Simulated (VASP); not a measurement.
# TiCo (R-3m) in VASP: a series of runs

TiCo is run at these levels: r2SCAN; tasks: single point.

Everything below comes from runs of VASP 6.6.1. Logs are shortened: lines on timing, memory, paths and dates and some standing lists are left out, and cuts for length are marked.

### Step 1. The cell of the first run

It takes space group R-3m (No. 166, trigonal). The conventional cell has a = 2.729 Å, b = 2.729 Å, c = 13.370 Å, α = 90.00°, β = 90.00°, γ = 120.00°. Co (site symmetry -3m) has 6 Co at 2.73 Å and 6 Ti at 2.73 Å within 3.6 Å. Ti (site symmetry -3m) has 6 Co at 2.73 Å and 6 Ti at 2.73 Å within 3.6 Å.

### Step 2. Single point, r2SCAN, collinear spin, ferromagnetic start

POSCAR reads:

```
TiCo
1.0
   -1.9297252197     -1.9297252197     -3.8594504394
   -1.9297252197     -3.8594504394     -1.9297252197
   -3.8594504394     -1.9297252197     -1.9297252197
Co Ti
1 1
Direct
    0.0000000000      0.0000000000      0.0000000000
    0.5000000000      0.5000000000      0.5000000000
```

INCAR.step1 reads:

```
PREC = Accurate
ENCUT = 520
ISMEAR = 0
SIGMA = 0.1
LREAL = F
LASPH = T
NELM = 150
ISPIN = 2
MAGMOM = 2 0
LMAXMIX = 4
NBANDS = 22
GGA = PE
ALGO = Normal
EDIFF = 1E-4
LWAVE = T
LCHARG = F
```

INCAR.step2 reads:

```
PREC = Accurate
ENCUT = 520
EDIFF = 1E-6
ISMEAR = 0
SIGMA = 0.1
LREAL = F
LASPH = T
NELM = 150
ALGO = Normal
ISIF = 2
LWAVE = F
LCHARG = F
ISPIN = 2
MAGMOM = 2 0
LORBIT = 11
LMAXMIX = 4
METAGGA = R2SCAN
LMIXTAU = T
NBANDS = 22
ISTART = 1
```

KPOINTS reads:

```
Automatic mesh
0
Gamma
  6 6 6
```

Potentials or basis: VASP PAW PBE potentials, release 64 (Co, Ti_sv).

Command:

```console
cat potpaw_PBE.64/Co/POTCAR potpaw_PBE.64/Ti_sv/POTCAR > POTCAR
cp INCAR.step1 INCAR
mpirun -np 1 vasp_std > vasp.out
cp INCAR.step2 INCAR
mpirun -np 1 vasp_std > vasp.out
```

OUTCAR:

```text
PREC = Accurate
   ENCUT = 520
   EDIFF = 1E-6
   ISMEAR = 0
   LREAL = F
   LASPH = T
   NELM = 150
   ISIF = 2
   ISPIN = 2
   LORBIT = 11
   METAGGA = R2SCAN
   ISTART = 1

 ion  position               nearest neighbor table
   1  0.000  0.000  0.000-   2 2.73   2 2.73   2 2.73   2 2.73   2 2.73   2 2.73
   2  0.500  0.500  0.500-   1 2.73   1 2.73   1 2.73   1 2.73   1 2.73   1 2.73

  LATTYP: Found a trigonal (rhomboedric) cell.
 ALAT       =     4.7268421320
 COS(alpha) =     0.8333333333

  Lattice vectors:

 A1 = (  -1.9297252197,  -1.9297252197,  -3.8594504394)
 A2 = (  -1.9297252197,  -3.8594504394,  -1.9297252197)
 A3 = (  -3.8594504394,  -1.9297252197,  -1.9297252197)

Analysis of symmetry for initial positions (statically):
=====================================================================
 Subroutine PRICEL returns:
 Original cell was already a primitive cell.

 Routine SETGRP: Setting up the symmetry group for a
 trigonal (rhombohedral) supercell.

 Subroutine GETGRP returns: Found 12 space group operations
 (whereof 12 operations were pure point group operations)
 out of a pool of 12 trial point group operations.

The static configuration has the point symmetry D_3d.

Analysis of symmetry for dynamics (positions and initial velocities):
=====================================================================
 Subroutine PRICEL returns:
 Original cell was already a primitive cell.

 Routine SETGRP: Setting up the symmetry group for a
 trigonal (rhombohedral) supercell.

 Subroutine GETGRP returns: Found 12 space group operations
 (whereof 12 operations were pure point group operations)
 out of a pool of 12 trial point group operations.

The dynamic configuration has the point symmetry D_3d.

Analysis of structural, dynamic, and magnetic symmetry:
=====================================================================
 Subroutine PRICEL returns:
 Original cell was already a primitive cell.

 Routine SETGRP: Setting up the symmetry group for a
 trigonal (rhombohedral) supercell.

 Subroutine GETGRP returns: Found 12 space group operations
 (whereof 12 operations were pure point group operations)
 out of a pool of 12 trial point group operations.

The overall configuration has the point symmetry D_3d.

 Subroutine INISYM returns: Found 12 space group operations
 (whereof 12 operations are pure point group operations),
 and found     1 'primitive' translations

----------------------------------------------------------------------------------------

                                     Primitive cell

  volume of cell :      28.7439

  direct lattice vectors                    reciprocal lattice vectors
    -1.929725220 -1.929725220 -3.859450439     0.129552124  0.129552124 -0.388656371
    -1.929725220 -3.859450439 -1.929725220     0.129552124 -0.388656371  0.129552124
    -3.859450439 -1.929725220 -1.929725220    -0.388656371  0.129552124  0.129552124

  length of vectors
     4.726842132  4.726842132  4.726842132     0.429675784  0.429675784  0.429675784

  position of ions in fractional coordinates (direct lattice)
     0.000000000  0.000000000  0.000000000
     0.500000000  0.500000000  0.500000000

  ion indices of the primitive-cell ions
   primitive index   ion index
                 1           1
                 2           2

----------------------------------------------------------------------------------------

 KPOINTS: Automatic mesh

Automatic generation of k-mesh.
 Grid dimensions read from file:
 generate k-points for:    6    6    6

 Generating k-lattice:

  Cartesian coordinates                     Fractional coordinates (reciprocal lattice)
     0.021592021  0.021592021 -0.064776062     0.166666667  0.000000000  0.000000000
     0.021592021 -0.064776062  0.021592021     0.000000000  0.166666667  0.000000000
    -0.064776062  0.021592021  0.021592021     0.000000000  0.000000000  0.166666667

  Length of vectors
     0.071612631  0.071612631  0.071612631

  Shift w.r.t. Gamma in fractional coordinates (k-lattice)
     0.000000000  0.000000000  0.000000000

 Subroutine IBZKPT returns following result:
 ===========================================

 Found     32 irreducible k-points:

 Following reciprocal coordinates:
            Coordinates               Weight
  0.000000  0.000000  0.000000      1.000000
  0.166667  0.000000  0.000000      6.000000
  0.333333  0.000000  0.000000      6.000000
  0.500000  0.000000  0.000000      3.000000
  0.166667  0.166667  0.000000      6.000000
  0.333333  0.166667  0.000000     12.000000
[... 16 lines left out ...]
  0.500000  0.500000  0.166667      6.000000
 -0.333333  0.500000  0.166667     12.000000
 [... further k-points ...]
   k-points           NKPTS =     32   k-points in BZ     NKDIM =     32   number of bands    NBANDS=     22
   number of dos      NEDOS =    301   number of ions     NIONS =      2
   total plane-waves  NPLWV =  46656
   dimension x,y,z NGX =    36 NGY =   36 NGZ =   36
   dimension x,y,z NGXF=    72 NGYF=   72 NGZF=   72
   ions per type =               1   1
   NGX,Y,Z   is equivalent  to a cutoff of  12.66, 12.66, 12.66 a.u.
   NGXF,Y,Z  is equivalent  to a cutoff of  25.32, 25.32, 25.32 a.u.
 SYSTEM =  unknown system
   PREC   = accura    normal or accurate (medium, high low for compatibility)
   ISTART =      1    job   : 0-new  1-cont  2-samecut
   ICHARG =      0    charge: 1-file 2-atom 10-const
   ISPIN  =      2    spin polarized calculation?
   LNONCOLLINEAR =      F non collinear calculations
   LSORBIT =      F    spin-orbit coupling
   LASPH  =      T    aspherical Exc in radial PAW
   ENCUT  =  520.0 eV  38.22 Ry    6.18 a.u.   8.79  8.79  8.79*2*pi/ulx,y,z
   NELM   =    150;   NELMIN=  2; NELMDL=  0     # of ELM steps
   EDIFF  = 0.1E-05   stopping-criterion for ELM
   LREAL  =      F    real-space projection
   EDIFFG = 0.1E-04   stopping-criterion for IOM
   NSW    =      0    number of steps for IOM
   IBRION =     -1    ionic relax: 0-MD 1-quasi-New 2-CG
   NFREE  =      0    steps in history (QN), initial steepest desc. (CG)
   ISIF   =      2    stress and relaxation
   ISYM   =      2    0-nonsym 1-usesym 2-fastsym
   POTIM  = 0.5000    time-step for ionic-motion
   TEBEG  =    0.0;   TEEND  =   0.0 temperature during run
   PSTRESS=    0.0 pullay stress
   NELECT =      21.0000    total number of electrons
   NUPDOWN=      -1.0000    fix difference up-down
   EMIN   =  10.00;   EMAX   =-10.00  energy-range for DOS
   EFERMI =   0.00;   METHOD = LEGACY
   ISMEAR =     0;   SIGMA  =   0.10  broadening in eV -4-tet -1-fermi 0-gaus
   EFERMI_NEDOS =   21; number of points for ismear=-14 and -15
   IALGO  =     38    algorithm
   IMIX   =      4    mixing-type and parameters
     AMIX     =   0.40;   BMIX     =  1.00
     AMIX_MAG =   1.60;   BMIX_MAG =  1.00
  volume/ion in A,a.u.               =      14.37        96.99
  Fermi-wavevector in a.u.,A,eV,Ry     =   1.474458  2.786322 29.579432  2.174027
  Thomas-Fermi vector in A             =   2.589227
   LORBIT       =     11    0 simple, 1 ext, 2 COOP (PROOUT), +10 PAW based schemes
   METAGGA = R2SCAN    functional components
   LHFCALC =     F    Hartree Fock is set to
   AEXX    =    0.0000 exact exchange contribution
   IVDW    =     0    specifies the selected vdW correction
   LEPSILON=     F    determine dielectric tensor
   LRPA    =     F    only Hartree local field effects (RPA)
 spin polarized calculation
 Gauss-broadening in eV      SIGMA  =   0.10
  energy-cutoff  :      520.00
  volume of cell :       28.74
 maximum number of plane-waves:       783
   NGX = 17   NGY = 17   NGZ = 17

 number of electron      20.9999996 magnetization       1.2093292

 Free energy of the ion-electron system (eV)
  ---------------------------------------------------
  ext. energy  EPLUGINS =         0.00000000
  ---------------------------------------------------
  free energy    TOTEN  =       -25.97081779 eV

  energy without entropy =      -25.96319198  energy(sigma->0) =      -25.96700489

 E-fermi :   8.8568     XC(G=0): -13.1530

 val. band max:        8.8447139319   @ k =   0.5000   0.5000   0.5000
 cond. band min:       8.8807129744   @ k =   0.5000   0.5000   0.0000
 fundamental gap:      0.0359990425
 Fermi energy:         8.8567627744

 spin component 1

 k-point     1 :       0.0000    0.0000    0.0000
  band No.  band energies     occupation
      1     -50.1382      1.00000
      2     -25.3577      1.00000
      3     -24.8293      1.00000
      4     -24.8293      1.00000
      5       1.2918      1.00000
      6       4.7252      1.00000
[... 14 lines left out ...]
     21      29.5656      0.00000
     22      32.8362      0.00000
[... 552 lines left out ...]
  band No.  band energies     occupation
      1     -49.9633      1.00000
      2     -25.6397      1.00000
      3     -25.2063      1.00000
      4     -25.1650      1.00000
      5       4.6173      1.00000
      6       5.1761      1.00000
[... 14 lines left out ...]
     21      25.3362      0.00000
     22      27.9905      0.00000

 [... further k-points ...]

 spin component 2

 k-point     1 :       0.0000    0.0000    0.0000
  band No.  band energies     occupation
      1     -50.3975      1.00000
      2     -25.6181      1.00000
      3     -25.0848      1.00000
      4     -25.0848      1.00000
      5       0.8950      1.00000
      6       5.3360      1.00000
[... 14 lines left out ...]
     21      30.1280      0.00000
     22      33.1173      0.00000
[... 552 lines left out ...]
  band No.  band energies     occupation
      1     -50.2204      1.00000
      2     -25.9038      1.00000
      3     -25.4622      1.00000
      4     -25.4236      1.00000
      5       5.4938      1.00000
      6       5.9478      1.00000
[... 14 lines left out ...]
     21      25.2071      0.00000
     22      28.1210      0.00000

 [... further k-points ...]
[... 5 lines left out ...]
  --------------------------------------------------------------------------------------
  -------------------------------------------------------------------------------------
  Total       -1.1138367     -1.1138367     -1.1138367     -0.7265485     -0.7265485     -0.7265485
  in kB      -62.0848574    -62.0848574    -62.0848574    -40.4975535    -40.4975535    -40.4975535
  external PRESSURE =     -62.0848574 kB  Pullay stress =       0.0000000 kB

 VOLUME and BASIS-vectors are now :
 -----------------------------------------------------------------------------
  energy-cutoff  :      520.00
  volume of cell :       28.74
      direct lattice vectors                 reciprocal lattice vectors
    -1.929725220 -1.929725220 -3.859450439     0.129552124  0.129552124 -0.388656371
    -1.929725220 -3.859450439 -1.929725220     0.129552124 -0.388656371  0.129552124
    -3.859450439 -1.929725220 -1.929725220    -0.388656371  0.129552124  0.129552124

 POSITION                                       TOTAL-FORCE (eV/Angst)
 -----------------------------------------------------------------------------------
      0.00000      0.00000      0.00000         0.000000      0.000000      0.000000
     -3.85945     -3.85945     -3.85945        -0.000000     -0.000000     -0.000000
 -----------------------------------------------------------------------------------
    total drift:                               -0.000000     -0.000000     -0.000000

  FREE ENERGIE OF THE ION-ELECTRON SYSTEM (eV)
  ---------------------------------------------------
  free  energy   TOTEN  =       -25.9708177949 eV

  energy  without entropy=      -25.9631919816  energy(sigma->0) =      -25.96700489

 total charge

# of ion       s       p       d       tot
------------------------------------------
    1        0.470   0.432   7.165   8.066
    2        2.256   6.146   1.913  10.315
--------------------------------------------------
tot          2.726   6.577   9.078  18.381

 magnetization (x)

# of ion       s       p       d       tot
------------------------------------------
    1        0.013  -0.028   1.668   1.653
    2       -0.003  -0.036  -0.203  -0.242
--------------------------------------------------
tot          0.011  -0.064   1.465   1.411
```

Wall time 6.4 min (1 thread of Intel Xeon Platinum 8259CL at 2.50GHz (Skylake/Cascade Lake), shared host); peak memory 0.27 GiB.

What came out:

| Property | Result |
| --- | --- |
| Free energy | -25.9708 eV |
| Pressure | -6.2 GPa |
| Net moment | 1.21 μB per cell |
| Site moments | Co +1.65; Ti -0.24 μB |
| Valence electrons inside the program's atomic spheres | Co 8.07; Ti 10.31 |

Caveat: the k points lie up to 0.45 Å⁻¹ apart; the PAW data sets were made with another functional, which shifts forces and pressure a little.

[end of part 1 of 2]
